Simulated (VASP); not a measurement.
## H3C8F: single point with PBE

H3C8F, a slab with vacuum:

```
CELL_PARAMETERS angstrom
5.04874 0.00000 0.00000
2.52437 4.37234 0.00000
0.00000 0.00000 15.77643
ATOMIC_POSITIONS crystal
H 0.16667 0.16666 0.06339
H 0.66668 0.16666 0.06339
H 0.16667 0.66667 0.06339
H 0.66666 0.66667 0.06339
H 0.99402 0.53422 0.36200
H 0.51391 0.48990 0.36775
C 0.16667 0.16666 0.13311
C 0.66668 0.16666 0.13311
C 0.16667 0.66667 0.13311
C 0.66666 0.66667 0.13311
C 0.83334 0.33332 0.16577
C 0.33334 0.33332 0.16577
C 0.83334 0.83333 0.16577
C 0.33334 0.83333 0.16577
C 0.84017 0.32854 0.26595
C 0.33096 0.34181 0.25887
C 0.81641 0.84721 0.26462
C 0.32720 0.84035 0.26406
C 0.00279 0.01093 0.29766
C 0.48388 0.03360 0.29286
C 0.98822 0.50245 0.29455
C 0.51120 0.49168 0.29565
F 0.02735 0.97085 0.38829
F 0.46285 0.07194 0.38045
```

```yaml
Program: VASP 6.6.1
Task: single point
Functional: PBE
Potentials_or_basis: VASP PAW PBE potentials, release 64 (H, C, F)
Cutoff: 520 eV
k_mesh: 2 × 2 × 1
Occupations: fermi-dirac, width 0.02 eV
Spin: no spin polarisation
Dipole_correction: no
Further_INCAR_settings: LREAL = Auto; ALGO = Normal; EDIFF = 1e-07; NBANDS = 60
```

The largest force is 3.586 eV/Å and the band gap on the k mesh is 3.14 eV, direct.

Forces in eV/Å, atoms in the order of the input:
```
H    0.025  0.017 -0.176
H    0.010  0.054 -0.189
H   -0.033  0.057 -0.156
H   -0.017 -0.038 -0.144
H   -0.229 -0.742  0.751
H   -0.302  0.041 -1.210
C   -0.088  0.006  0.841
C    0.094 -0.039  0.779
C   -0.024  0.024  1.079
C    0.001 -0.018  1.446
C    0.189 -0.610 -0.722
C    0.135  0.384 -2.571
C   -0.230  0.757 -0.766
C   -0.200  0.344 -0.867
C   -0.809  1.671 -0.525
C   -0.533  1.755  2.140
C    1.715 -0.878 -0.136
C    1.491 -0.560  0.632
C   -1.655 -3.142 -0.497
C   -0.860 -3.312 -0.206
C    2.385  2.067 -0.457
C   -0.964  2.204  0.662
F   -0.244  0.773 -0.666
F    0.144 -0.816  0.955
```

Levels at points of the mesh, in eV from the valence-band top:
```csv
k point,band 38,band 39,band 40,band 41,band 42,band 43,band 44,band 45,band 46,band 47
"(0.00, 0.00, 0.00)",-2.30,-1.82,-1.42,-0.33,0.00,3.14,4.59,5.10,5.46,5.71
"(0.50, 0.00, 0.00)",-3.20,-2.51,-2.35,-1.91,-1.71,4.51,4.55,5.19,5.65,6.34
"(0.50, 0.50, 0.00)",-3.16,-2.55,-2.26,-2.04,-1.83,4.51,4.55,5.16,5.52,6.27
"(0.00, 0.50, 0.00)",-3.04,-2.98,-2.43,-1.85,-1.37,4.51,4.54,5.04,5.98,6.39
```

Wall time 2.6 min on 1 thread of Intel(R) Xeon(R) 6975P-C (Granite Rapids), with other jobs on the host, peak memory 0.46 GiB.

Caveat: the k points lie up to 0.72 Å⁻¹ apart.
